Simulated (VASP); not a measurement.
Input of a VASP 6.6.1 run:

File INCAR:

```
SYSTEM = LiNbO3
PREC = Accurate
ENCUT = 520
EDIFF = 1E-7
ISMEAR = 0
SIGMA = 0.05
LREAL = .FALSE.
LASPH = .TRUE.
NELM = 80
ALGO = Normal
ISIF = 2
LWAVE = .FALSE.
LCHARG = .FALSE.
GGA = CA
NBANDS = 45
```

The input KPOINTS:

```
regular mesh
0
G
  6 6 6
  0 0 0
```

Contents of POSCAR:

```
LiNbO3
1.0
    2.5620337041      1.4791908488      4.5184286557
   -2.5620337041      1.4791908488      4.5184286557
    0.0000000000     -2.9583816974      4.5184286558
Li Nb O
2 2 6
Direct
    0.2523975887      0.2523975887      0.2523975887
    0.7523975887      0.7523975887      0.7523975887
    0.0002948996      0.0002948996      0.0002948996
    0.5002948996      0.5002948996      0.5002948996
    0.1247752663      0.3739069511      0.7485652784
    0.7485652784      0.1247752663      0.3739069511
    0.3739069511      0.7485652784      0.1247752663
    0.8739069511      0.6247752663      0.2485652784
    0.2485652784      0.8739069511      0.6247752663
    0.6247752663      0.2485652784      0.8739069511
```

Potentials or basis: VASP PAW LDA potentials, release 64 (Li_sv, Nb_sv, O).

Run with:

```sh
$ cat potpaw_LDA.64/Li_sv/POTCAR potpaw_LDA.64/Nb_sv/POTCAR potpaw_LDA.64/O/POTCAR > POTCAR
$ mpirun -np 1 vasp_std > vasp.out
```

Problem. Predict the band gap on the k mesh.

Solution. 2.61 eV, indirect (least direct gap 2.68 eV).

Problem. Predict the largest force.

Solution. 0.049 eV/Å.

Forces in eV/Å, atoms in the order of the input:
```
Li   0.000  0.000  0.033
Li   0.000  0.000  0.033
Nb   0.000  0.000  0.049
Nb   0.000  0.000  0.049
O   -0.004  0.007 -0.027
O   -0.004 -0.007 -0.027
O    0.008  0.000 -0.027
O    0.004  0.007 -0.027
O   -0.008  0.000 -0.027
O    0.004 -0.007 -0.027
```

Caveat: the cell differs from its parent crystal (mode 1 (-197.2 1/cm) frozen in, largest displacement +0.033 Å). A k mesh can miss the band edges.
